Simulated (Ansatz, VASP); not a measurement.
# Two plane-wave programs on Ca

The input POSCAR:

```
Ca
1.0
   -2.2400000000      2.2400000000      2.2400000000
    2.2400000000     -2.2400000000      2.2400000000
    2.2400000000      2.2400000000     -2.2400000000
Ca
1
Direct
    0.0000000000      0.0000000000      0.0000000000
```

File INCAR.step1:

```
SYSTEM = Ca
ALGO = Normal ; EDIFF = 1E-4
ENCUT = 520 ; GGA = PE
ISMEAR = -1 ; LASPH = .True.
LCHARG = .False. ; LREAL = .False.
LWAVE = .True. ; NBANDS = 11
NELM = 80 ; PREC = Accurate
SIGMA = 0.15
```

File INCAR.step2:

```
SYSTEM = Ca
ALGO = Normal ; EDIFF = 1E-6
ENCUT = 520 ; ISIF = 2
ISMEAR = -1 ; ISTART = 1
LASPH = .True. ; LCHARG = .False.
LMIXTAU = .True. ; LREAL = .False.
LWAVE = .False. ; METAGGA = R2SCAN
NBANDS = 11 ; NELM = 80
PREC = Accurate ; SIGMA = 0.15
```

File KPOINTS:

```
k-points
0
Gamma
  11 11 11
  0 0 0
```

Input for Ansatz:

```yaml
crystal:
  lattice:
    - [-2.24, 2.24, 2.24]
    - [2.24, -2.24, 2.24]
    - [2.24, 2.24, -2.24]
  atoms:
    - { symbol: Ca, position: [0.0, 0.0, 0.0] }
basis:
  ecutwfc: 544.22772491976
kpoints:
  mp_grid:
    grid: [11, 11, 11]
hamiltonian:
  xc: r2scan
scf:
  occupations:
    method: fermi_dirac
    width: 0.15
output:
  stress: true
```

Alike in both runs: task single point; functional r2SCAN; k mesh 11 × 11 × 11; occupations fermi-dirac, width 0.15 eV; no spin polarisation.

|  | VASP | Ansatz |
| --- | --- | --- |
| version | VASP 6.6.1 | Ansatz 0.2.0 |
| potentials or method | VASP PAW PBE potentials, release 64 (Ca_sv), cutoff 520 eV | plane waves, PAW |
| valence electrons in the cell | 10 | 10 |

|  | VASP | Ansatz | Ansatz less VASP |
| --- | --- | --- | --- |
| pressure (GPa) | -0.6 | -0.7 | -0.05 |

VASP's potentials were made for PBE, not for r2SCAN.
